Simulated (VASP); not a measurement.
Input of a VASP 6.6.1 run:

Contents of INCAR:

```
SYSTEM = Mg48O47
  PREC = Accurate
  ENCUT = 520
  EDIFF = 1E-6
  ISMEAR = -1
  SIGMA = 0.05
  LREAL = Auto
  LASPH = .True.
  NELM = 120
  ALGO = Normal
  ISIF = 2
  LWAVE = .False.
  LCHARG = .False.
  GGA = PS
  NELECT = 376.0
  ISYM = -1
  NBANDS = 242
  GGA_COMPAT = .False.
```

KPOINTS

```
explicit points
1
Reciprocal
  0.25000000   0.25000000   0.25000000 1
```

POSCAR

```
Mg48O47
1.0
    9.9058180000      0.0000000000      0.0000000000
    0.0000000000     11.4382530000      0.0000000000
    0.0000000000      0.0000000000     10.0496460000
Mg O
48 47
Direct
    0.1651510000      0.0838510000      0.2424480000
    0.1661510000      0.0831760000      0.7441770000
    0.9998610000      0.3328460000      0.2439600000
    0.9998680000      0.3323010000      0.7450110000
    0.4998630000      0.0846730000      0.2442670000
    0.4998740000      0.0853500000      0.7444760000
    0.3313970000      0.3322760000      0.2439700000
    0.3291150000      0.3320940000      0.7479310000
    0.1662770000      0.5821650000      0.2440030000
    0.1639090000      0.5813370000      0.7478480000
    0.9998680000      0.8332680000      0.2443470000
    0.9998820000      0.8331020000      0.7440050000
    0.8345850000      0.0838450000      0.2424480000
    0.8335810000      0.0831830000      0.7441720000
    0.6683320000      0.3322810000      0.2439730000
    0.6706210000      0.3320940000      0.7479280000
    0.4998690000      0.5832970000      0.1829470000
    0.4998720000      0.5832410000      0.7593970000
    0.3332390000      0.8359480000      0.2439160000
    0.3340990000      0.8377110000      0.7477590000
    0.8334670000      0.5821640000      0.2440210000
    0.8358280000      0.5813490000      0.7478130000
    0.6665100000      0.8359650000      0.2439280000
    0.6656450000      0.8377000000      0.7477230000
    0.9998730000      0.1679530000      0.4941080000
    0.9998670000      0.1670220000      0.9931580000
    0.3293940000      0.1631700000      0.4931760000
    0.3320790000      0.1650910000      0.9953500000
    0.1649710000      0.4149110000      0.4957410000
    0.1652500000      0.4158490000      0.9961240000
    0.9998830000      0.6645520000      0.4924970000
    0.9998690000      0.6671660000      0.9972740000
    0.6703430000      0.1631690000      0.4931640000
    0.6676590000      0.1650950000      0.9953580000
    0.4998670000      0.3828890000      0.5079180000
    0.4998650000      0.4073430000      0.9945510000
    0.3031980000      0.6834510000      0.5073950000
    0.3247250000      0.6718620000      0.9943810000
    0.1631240000      0.9203860000      0.4931240000
    0.1646810000      0.9180400000      0.9952710000
    0.8347690000      0.4149080000      0.4957530000
    0.8344820000      0.4158640000      0.9961050000
    0.6965250000      0.6834420000      0.5073140000
    0.6750290000      0.6718770000      0.9944010000
    0.4998690000      0.9207020000      0.4952980000
    0.4998780000      0.9192550000      0.9961740000
    0.8366480000      0.9203870000      0.4931480000
    0.8350670000      0.9180410000      0.9952450000
    0.9998650000      0.1674590000      0.1908620000
    0.9998690000      0.1664370000      0.6920480000
    0.3328250000      0.1666090000      0.1932450000
    0.3330250000      0.1678240000      0.6909290000
    0.1667650000      0.4169130000      0.1936490000
    0.1662970000      0.4170060000      0.6930990000
    0.9998680000      0.6659640000      0.1953990000
    0.9998820000      0.6657750000      0.6901790000
    0.6669080000      0.1666110000      0.1932550000
    0.6667110000      0.1678250000      0.6909170000
    0.4998630000      0.4155250000      0.1953430000
    0.4998650000      0.4194210000      0.6959360000
    0.3324700000      0.6679230000      0.1953160000
    0.3362620000      0.6658530000      0.6960460000
    0.1659660000      0.9164620000      0.1933860000
    0.1670010000      0.9155670000      0.6907850000
    0.8329560000      0.4169200000      0.1936380000
    0.8334400000      0.4170080000      0.6931060000
    0.6672810000      0.6679270000      0.1953560000
    0.6634620000      0.6658470000      0.6959640000
    0.4998760000      0.9175630000      0.1940320000
    0.4998700000      0.9180670000      0.6927100000
    0.8337790000      0.9164600000      0.1933560000
    0.8327580000      0.9155690000      0.6908040000
    0.1640780000      0.0838890000      0.4405750000
    0.1662000000      0.0831720000      0.9418220000
    0.9998530000      0.3339720000      0.4422700000
    0.9998520000      0.3338100000      0.9424400000
    0.4998570000      0.0862560000      0.4429700000
    0.4998570000      0.0846910000      0.9424460000
    0.3307320000      0.3319940000      0.4426780000
    0.3317920000      0.3325220000      0.9439550000
    0.1672510000      0.5815760000      0.4428910000
    0.1654430000      0.5831200000      0.9441200000
    0.9998660000      0.8307500000      0.4434000000
    0.9998680000      0.8322860000      0.9424080000
    0.8356410000      0.0838860000      0.4405800000
    0.8335100000      0.0831750000      0.9418130000
    0.6689810000      0.3319960000      0.4426820000
    0.6679140000      0.3325210000      0.9439470000
    0.4998700000      0.5833950000      0.9637450000
    0.3333100000      0.8367660000      0.4429280000
    0.3330550000      0.8354520000      0.9440290000
    0.8324950000      0.5815750000      0.4429050000
    0.8342650000      0.5831360000      0.9440890000
    0.6664300000      0.8367880000      0.4429410000
    0.6666680000      0.8354460000      0.9440010000
```

Potentials or basis: VASP PAW PBE potentials, release 64 (Mg, O).

Run with:

```bash
$ cat potpaw_PBE.64/Mg/POTCAR potpaw_PBE.64/O/POTCAR > POTCAR
$ mpirun -np 1 vasp_std > vasp.out
```

**Question.** Estimate the largest force.

**Answer.** 0.015 eV/Å.

Forces on the atoms (eV/Å):
```
Mg   0.001  0.000  0.002
Mg   0.001  0.000  0.001
Mg   0.001  0.003  0.002
Mg   0.000  0.000  0.000
Mg   0.001 -0.003  0.002
Mg   0.000 -0.002  0.000
Mg  -0.002  0.000  0.003
Mg   0.000 -0.003 -0.002
Mg  -0.001  0.000  0.004
Mg  -0.001 -0.001 -0.001
Mg   0.000  0.002  0.002
Mg   0.001  0.001 -0.001
Mg   0.000  0.000  0.002
Mg  -0.001  0.000  0.000
Mg   0.002  0.000  0.003
Mg   0.000 -0.003 -0.002
Mg   0.001 -0.002  0.001
Mg   0.000 -0.002 -0.004
Mg   0.000  0.000  0.003
Mg  -0.001  0.001 -0.001
Mg   0.002  0.000  0.004
Mg   0.001 -0.001 -0.002
Mg   0.001 -0.001  0.003
Mg   0.001  0.002 -0.001
Mg   0.000  0.001  0.001
Mg   0.000 -0.001  0.003
Mg  -0.001  0.003  0.000
Mg  -0.001  0.000  0.000
Mg  -0.002 -0.003 -0.001
Mg  -0.001  0.000 -0.001
Mg  -0.001 -0.001  0.004
Mg  -0.001 -0.002 -0.001
Mg   0.001  0.002  0.001
Mg   0.001  0.000  0.001
Mg  -0.001 -0.012  0.006
Mg   0.000 -0.002  0.000
Mg  -0.009  0.006  0.007
Mg  -0.002  0.003 -0.001
Mg   0.001 -0.001  0.003
Mg   0.000  0.001  0.002
Mg   0.002 -0.003 -0.002
Mg   0.001 -0.001 -0.001
Mg   0.010  0.007  0.009
Mg   0.002  0.002  0.000
Mg   0.000  0.002 -0.002
Mg   0.000 -0.001 -0.001
Mg   0.000 -0.001  0.003
Mg   0.000  0.000  0.002
O    0.000 -0.004 -0.004
O    0.001  0.001 -0.006
O   -0.001  0.000  0.001
O    0.003 -0.004 -0.001
O    0.004  0.000 -0.001
O    0.008  0.004 -0.002
O   -0.001  0.002  0.003
O    0.000  0.006 -0.004
O    0.002 -0.001  0.000
O   -0.002 -0.004 -0.001
O   -0.002 -0.008  0.003
O   -0.001  0.008  0.007
O   -0.008  0.003  0.002
O   -0.001 -0.001  0.011
O    0.005 -0.001 -0.002
O    0.001 -0.001  0.001
O   -0.002  0.000 -0.001
O   -0.006  0.004 -0.001
O    0.007  0.004  0.001
O   -0.001  0.001  0.011
O   -0.001  0.002 -0.001
O   -0.001 -0.004 -0.001
O   -0.005  0.000 -0.001
O   -0.001 -0.002  0.002
O    0.003  0.002 -0.002
O    0.002 -0.002 -0.001
O    0.000  0.001 -0.007
O    0.000 -0.001 -0.007
O   -0.001  0.004 -0.004
O   -0.001  0.002  0.000
O   -0.009  0.003 -0.003
O    0.001  0.003 -0.001
O    0.000 -0.012 -0.007
O    0.002 -0.003  0.001
O    0.000  0.000 -0.007
O    0.000 -0.001 -0.005
O   -0.002  0.003 -0.002
O   -0.001 -0.001  0.000
O    0.011  0.003 -0.005
O    0.000  0.004 -0.001
O    0.001 -0.001  0.002
O    0.003  0.010 -0.007
O    0.000 -0.001 -0.001
O    0.001 -0.011 -0.007
O   -0.005 -0.003  0.001
O   -0.004  0.010 -0.008
O    0.000 -0.002  0.000
```

Caveat: the cell carries a net charge on a neutralising background, which shifts energy and pressure; the PAW data sets were made with another functional, which shifts forces and pressure a little.
